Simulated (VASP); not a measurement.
# GaP (gw) (I-4m2) in VASP: single point with PBEsol

Aim: the single point of GaP (gw) with PBEsol.

Program: VASP 6.6.1. These are calculated values, not measurements. Logs are shortened: lines on timing, memory, paths and dates and some standing lists are left out, and cuts for length are marked.

## (1) The cell of the first run

Symmetry: I-4m2, No. 119, tetragonal system. Conventional cell: a = 3.807 Å, b = 3.807 Å, c = 5.487 Å, α = 90.00°, β = 90.00°, γ = 90.00°. Within 3.1 Å of Ga (site symmetry -4m2) lie 4 P at 2.35 Å. P (site symmetry -4m2) has 4 Ga at 2.35 Å within 3.1 Å.

## (2) Single point, PBEsol

Contents of INCAR:

```
SYSTEM = GaP
ALGO     = Normal         ! electronic algorithm
EDIFF    = 1E-6           ! SCF threshold, eV
ENCUT    = 500            ! plane-wave cutoff, eV
GGA      = PS             ! functional
GGA_COMPAT= .FALSE.      
ISIF     = 2              ! what is computed and relaxed
ISMEAR   = 0              ! smearing method
LASPH    = .TRUE.         ! aspherical terms in the spheres
LCHARG   = .FALSE.        ! write CHGCAR
LREAL    = .FALSE.        ! projectors in reciprocal space
LWAVE    = .FALSE.        ! write WAVECAR
NBANDS   = 16             ! bands
NELM     = 120            ! most SCF steps
PREC     = Accurate       ! precision mode
SIGMA    = 0.01           ! smearing width, eV
```

Contents of KPOINTS:

```
k-points
0
G
  4 4 4
  0 0 0
```

Contents of POSCAR:

```
GaP
1.0
    0.0000000000      2.6920326074      2.7433678028
    2.6920326074      0.0000000000      2.7433678028
    2.6920326074      2.6920326074      0.0000000000
Ga P
1 1
Direct
    0.0000000000      0.0000000000      0.0000000000
    0.2500000000      0.2500000000      0.2500000000
```

Potentials or basis: VASP PAW PBE potentials, release 64 (Ga_d, P).

Command:

```console
$ cat potpaw_PBE.64/Ga_d/POTCAR potpaw_PBE.64/P/POTCAR > POTCAR
$ mpirun -np 1 vasp_std > vasp.out
```

OUTCAR:

```text
SYSTEM = GaP
   EDIFF = 1E-6
   ENCUT = 500
   GGA = PS
   ISIF = 2
   ISMEAR = 0
   LASPH = .TRUE.
   LREAL = .FALSE.
   NELM = 120
   PREC = Accurate

 ion  position               nearest neighbor table
   1  0.000  0.000  0.000-   2 2.35   2 2.35   2 2.35   2 2.35
   2  0.250  0.250  0.250-   1 2.35   1 2.35   1 2.35   1 2.35

  LATTYP: Found a body centered tetragonal cell.
 ALAT       =     3.8071090237
 C/A-ratio  =     1.4411816345

  Lattice vectors:

 A1 = (  -2.6920326074,   0.0000000000,   2.7433678028)
 A2 = (   2.6920326074,   0.0000000000,   2.7433678028)
 A3 = (   0.0000000000,   2.6920326074,  -2.7433678028)

Analysis of symmetry for initial positions (statically):
=====================================================================
 Subroutine PRICEL returns:
 Original cell was already a primitive cell.

 Routine SETGRP: Setting up the symmetry group for a
 body centered tetragonal supercell.

 Subroutine GETGRP returns: Found  8 space group operations
 (whereof  8 operations were pure point group operations)
 out of a pool of 16 trial point group operations.

The static configuration has the point symmetry D_2d.

Analysis of symmetry for dynamics (positions and initial velocities):
=====================================================================
 Subroutine PRICEL returns:
 Original cell was already a primitive cell.

 Routine SETGRP: Setting up the symmetry group for a
 body centered tetragonal supercell.

 Subroutine GETGRP returns: Found  8 space group operations
 (whereof  8 operations were pure point group operations)
 out of a pool of 16 trial point group operations.

The dynamic configuration has the point symmetry D_2d.

 Subroutine INISYM returns: Found  8 space group operations
 (whereof  8 operations are pure point group operations),
 and found     1 'primitive' translations

----------------------------------------------------------------------------------------

                                     Primitive cell

  volume of cell :      39.7626

  direct lattice vectors                    reciprocal lattice vectors
     0.000000000  2.692032607  2.743367803    -0.185733263  0.185733263  0.182257734
     2.692032607  0.000000000  2.743367803     0.185733263 -0.185733263  0.182257734
     2.692032607  2.692032607  0.000000000     0.185733263  0.185733263 -0.182257734

  length of vectors
     3.843579902  3.843579902  3.807109024     0.319705445  0.319705445  0.319705445

  position of ions in fractional coordinates (direct lattice)
     0.000000000  0.000000000  0.000000000
     0.250000000  0.250000000  0.250000000

  ion indices of the primitive-cell ions
   primitive index   ion index
                 1           1
                 2           2

----------------------------------------------------------------------------------------

 KPOINTS: k-points

Automatic generation of k-mesh.
 Grid dimensions read from file:
 generate k-points for:    4    4    4

 Generating k-lattice:

  Cartesian coordinates                     Fractional coordinates (reciprocal lattice)
    -0.046433316  0.046433316  0.045564434     0.250000000 -0.000000000  0.000000000
     0.046433316 -0.046433316  0.045564434    -0.000000000  0.250000000  0.000000000
     0.046433316  0.046433316 -0.045564434     0.000000000  0.000000000  0.250000000

  Length of vectors
     0.079926361  0.079926361  0.079926361

  Shift w.r.t. Gamma in fractional coordinates (k-lattice)
     0.000000000  0.000000000  0.000000000

 Subroutine IBZKPT returns following result:
 ===========================================

 Found     13 irreducible k-points:

 Following reciprocal coordinates:
            Coordinates               Weight
  0.000000  0.000000  0.000000      1.000000
  0.250000  0.000000  0.000000      8.000000
  0.500000  0.000000  0.000000      4.000000
  0.250000  0.250000  0.000000      2.000000
  0.500000  0.250000  0.000000      8.000000
 -0.250000  0.250000  0.000000      4.000000
  0.500000  0.500000  0.000000      1.000000
  0.250000  0.000000  0.250000      4.000000
  0.500000  0.000000  0.250000     16.000000
 -0.250000  0.000000  0.250000      8.000000
 -0.250000  0.500000  0.250000      4.000000
  0.500000  0.000000  0.500000      2.000000
 -0.250000  0.250000  0.500000      2.000000
   k-points           NKPTS =     13   k-points in BZ     NKDIM =     13   number of bands    NBANDS=     16
   number of dos      NEDOS =    301   number of ions     NIONS =      2
   total plane-waves  NPLWV =  21952
   dimension x,y,z NGX =    28 NGY =   28 NGZ =   28
   dimension x,y,z NGXF=    56 NGYF=   56 NGZF=   56
   ions per type =               1   1
   NGX,Y,Z   is equivalent  to a cutoff of  12.11, 12.11, 12.23 a.u.
   NGXF,Y,Z  is equivalent  to a cutoff of  24.22, 24.22, 24.45 a.u.
 SYSTEM =  GaP
   PREC   = accura    normal or accurate (medium, high low for compatibility)
   ISTART =      0    job   : 0-new  1-cont  2-samecut
   ICHARG =      2    charge: 1-file 2-atom 10-const
   ISPIN  =      1    spin polarized calculation?
   LNONCOLLINEAR =      F non collinear calculations
   LSORBIT =      F    spin-orbit coupling
   LASPH  =      T    aspherical Exc in radial PAW
   ENCUT  =  500.0 eV  36.75 Ry    6.06 a.u.   7.01  7.01  6.94*2*pi/ulx,y,z
   NELM   =    120;   NELMIN=  2; NELMDL= -5     # of ELM steps
   EDIFF  = 0.1E-05   stopping-criterion for ELM
   LREAL  =      F    real-space projection
   EDIFFG = 0.1E-04   stopping-criterion for IOM
   NSW    =      0    number of steps for IOM
   IBRION =     -1    ionic relax: 0-MD 1-quasi-New 2-CG
   NFREE  =      0    steps in history (QN), initial steepest desc. (CG)
   ISIF   =      2    stress and relaxation
   ISYM   =      2    0-nonsym 1-usesym 2-fastsym
   POTIM  = 0.5000    time-step for ionic-motion
   TEBEG  =    0.0;   TEEND  =   0.0 temperature during run
   PSTRESS=    0.0 pullay stress
   NELECT =      18.0000    total number of electrons
   NUPDOWN=      -1.0000    fix difference up-down
   EMIN   =  10.00;   EMAX   =-10.00  energy-range for DOS
   EFERMI =   0.00;   METHOD = LEGACY
   ISMEAR =     0;   SIGMA  =   0.01  broadening in eV -4-tet -1-fermi 0-gaus
   EFERMI_NEDOS =   21; number of points for ismear=-14 and -15
   IALGO  =     38    algorithm
   IMIX   =      4    mixing-type and parameters
     AMIX     =   0.40;   BMIX     =  1.00
     AMIX_MAG =   1.60;   BMIX_MAG =  1.00
  volume/ion in A,a.u.               =      19.88       134.17
  Fermi-wavevector in a.u.,A,eV,Ry     =   1.257016  2.375416 21.498416  1.580089
  Thomas-Fermi vector in A             =   2.390696
   LORBIT       =      0    0 simple, 1 ext, 2 COOP (PROOUT), +10 PAW based schemes
   GGA     = PS    functional components
   LHFCALC =     F    Hartree Fock is set to
   AEXX    =    0.0000 exact exchange contribution
   IVDW    =     0    specifies the selected vdW correction
   LEPSILON=     F    determine dielectric tensor
   LRPA    =     F    only Hartree local field effects (RPA)
 non-spin polarized calculation
 Gauss-broadening in eV      SIGMA  =   0.01
  energy-cutoff  :      500.00
  volume of cell :       39.76
 maximum number of plane-waves:      1018
   NGX = 13   NGY = 13   NGZ = 13

 number of electron      18.0000004 magnetization

 Free energy of the ion-electron system (eV)
  ---------------------------------------------------
  ext. energy  EPLUGINS =         0.00000000
  ---------------------------------------------------
  free energy    TOTEN  =        -9.76746783 eV

  energy without entropy =       -9.76746783  energy(sigma->0) =       -9.76746783

 E-fermi :   4.8998     XC(G=0): -10.0839

 val. band max:        4.8394798023   @ k =   0.0000   0.0000   0.0000
 cond. band min:       6.2051733772   @ k =   0.5000   0.0000   0.5000
 fundamental gap:      1.3656935749
 Fermi energy:         4.8998405408

 k-point     1 :       0.0000    0.0000    0.0000
  band No.  band energies     occupation
      1      -9.8238      2.00000
      2      -9.8179      2.00000
      3      -9.8179      2.00000
      4      -9.7164      2.00000
      5      -9.7141      2.00000
      6      -7.8685      2.00000
[... 8 lines left out ...]
     15      14.3927      0.00000
     16      14.7507      0.00000

 k-point     2 :       0.2500    0.0000    0.0000
  band No.  band energies     occupation
      1      -9.8667      2.00000
      2      -9.8060      2.00000
      3      -9.8023      2.00000
      4      -9.7158      2.00000
      5      -9.7120      2.00000
      6      -7.0672      2.00000
[... 8 lines left out ...]
     15      13.7582      0.00000
     16      14.5545      0.00000

 k-point     3 :       0.5000    0.0000    0.0000
  band No.  band energies     occupation
      1      -9.9064      2.00000
      2      -9.7955      2.00000
      3      -9.7919      2.00000
      4      -9.7101      2.00000
      5      -9.7043      2.00000
      6      -5.7120      2.00000
[... 8 lines left out ...]
     15      16.4271      0.00000
     16      16.5860      0.00000

 k-point     4 :       0.2500    0.2500    0.0000
  band No.  band energies     occupation
      1      -9.8926      2.00000
      2      -9.7846      2.00000
      3      -9.7846      2.00000
      4      -9.7304      2.00000
      5      -9.7056      2.00000
      6      -6.8218      2.00000
[... 8 lines left out ...]
     15      15.6821      0.00000
     16      17.3202      0.00000
[... 115 lines left out ...]
 k-point    11 :      -0.2500    0.5000    0.2500
  band No.  band energies     occupation
      1      -9.9225      2.00000
      2      -9.7790      2.00000
      3      -9.7566      2.00000
      4      -9.7306      2.00000
      5      -9.7070      2.00000
      6      -4.6773      2.00000
[... 8 lines left out ...]
     15      16.6438      0.00000
     16      18.5051      0.00000

 k-point    12 :       0.5000    0.0000    0.5000
  band No.  band energies     occupation
      1      -9.9430      2.00000
      2      -9.7565      2.00000
      3      -9.7513      2.00000
      4      -9.7497      2.00000
      5      -9.6904      2.00000
      6      -4.7400      2.00000
[... 8 lines left out ...]
     15      17.1839      0.00000
     16      17.8299      0.00000

 k-point    13 :      -0.2500    0.2500    0.5000
  band No.  band energies     occupation
      1      -9.9223      2.00000
      2      -9.7798      2.00000
      3      -9.7568      2.00000
      4      -9.7344      2.00000
      5      -9.7033      2.00000
      6      -4.6436      2.00000
[... 8 lines left out ...]
     15      16.9655      0.00000
     16      18.8456      0.00000

------------------------ aborting loop because EDIFF is reached ----------------------------------------

  FORCE on cell =-STRESS in cart. coord.  units (eV):
  Direction    XX          YY          ZZ          XY          YZ          ZX
  --------------------------------------------------------------------------------------
  -------------------------------------------------------------------------------------
  Total        0.4543132      0.4543132      0.0886055      0.0000000      0.0000000      0.0000000
  in kB       18.3059083     18.3059083      3.5702318      0.0000000      0.0000000      0.0000000
  external PRESSURE =      13.3940161 kB  Pullay stress =       0.0000000 kB

 VOLUME and BASIS-vectors are now :
 -----------------------------------------------------------------------------
  energy-cutoff  :      500.00
  volume of cell :       39.76
      direct lattice vectors                 reciprocal lattice vectors
     0.000000000  2.692032607  2.743367803    -0.185733263  0.185733263  0.182257734
     2.692032607  0.000000000  2.743367803     0.185733263 -0.185733263  0.182257734
     2.692032607  2.692032607  0.000000000     0.185733263  0.185733263 -0.182257734

 POSITION                                       TOTAL-FORCE (eV/Angst)
 -----------------------------------------------------------------------------------
      0.00000      0.00000      0.00000         0.000000      0.000000      0.000000
      1.34602      1.34602      1.37168        -0.000000     -0.000000     -0.000000
 -----------------------------------------------------------------------------------
    total drift:                                0.000001      0.000001      0.000000

  FREE ENERGIE OF THE ION-ELECTRON SYSTEM (eV)
  ---------------------------------------------------
  free  energy   TOTEN  =        -9.7674678331 eV

  energy  without entropy=       -9.7674678331  energy(sigma->0) =       -9.76746783
```

Run time: 6.3 s. Hardware: 1 thread of AMD EPYC 7R13, shared host; peak memory 0.15 GiB.

Results:

- Free energy: -9.7675 eV
- Pressure: 1.3 GPa
- Band gap on the k mesh: 1.37 eV, indirect (least direct gap 1.85 eV)

Caveat: the k points lie up to 0.50 Å⁻¹ apart; the PAW data sets were made with another functional, which shifts forces and pressure a little. A k mesh can miss the band edges.
